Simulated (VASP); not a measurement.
# ZnO: vibrations by perturbation theory with PBE

ZnO:

```xyz
4
Lattice="3.2494 0.0000 0.0000 -1.6247 2.8141 0.0000 0.0000 0.0000 5.2038" Properties=species:S:1:pos:R:3 pbc="T T T"
Zn    0.0000    1.8760    0.0000
Zn    1.6247    0.9380    2.6019
O     0.0000    1.8760    1.9884
O     1.6247    0.9380    4.5903
```

```json
{
 "Program": "VASP 6.6.1",
 "Task": "vibrations by perturbation theory",
 "Functional": "PBE",
 "Potentials or basis": "VASP PAW PBE potentials, release 64 (Zn, O)",
 "Cutoff": "520 eV",
 "k mesh": "9 × 9 × 6",
 "Occupations": "gaussian, width 0.01 eV",
 "Spin": "no spin polarisation",
 "Dipole correction": "no",
 "Further INCAR settings": "ALGO = Normal; EDIFF = 1e-08; IBRION = 8; NSW = 1"
}
```

The electronic dielectric tensor (diagonal) is 5.76, 5.76, 5.52, the born charges (mean of the diagonal) is Zn +2.15; O -2.15 e and the highest phonon frequency at Γ, LO-TO splitting left out is 534 cm⁻¹.

Phonon frequencies in cm⁻¹ (negative: imaginary):
| q point | frequencies |
| --- | --- |
| (0.000, 0.000, 0.000) | -2 0 0 88 88 249 371 405 405 438 438 534 |

Electronic dielectric tensor:
```
5.76 0.00 0.00
0.00 5.76 0.00
0.00 0.00 5.52
```

Born effective charge tensors (e):
atom 1, Zn
```
2.13 0.00 0.00
0.00 2.13 0.00
0.00 0.00 2.17
```
atom 2, Zn
```
2.13 0.00 0.00
0.00 2.13 0.00
0.00 0.00 2.17
```
atom 3, O
```
-2.13  0.00  0.00
 0.00 -2.13  0.00
 0.00  0.00 -2.17
```
atom 4, O
```
-2.13  0.00  0.00
 0.00 -2.13  0.00
 0.00  0.00 -2.17
```

It took 15 min on 1 thread of Intel(R) Xeon(R) Platinum 8488C (Sapphire Rapids), with other jobs on the host, peak memory 0.63 GiB.

Caveat: the cell stands under pressure or tension, which shifts response properties.
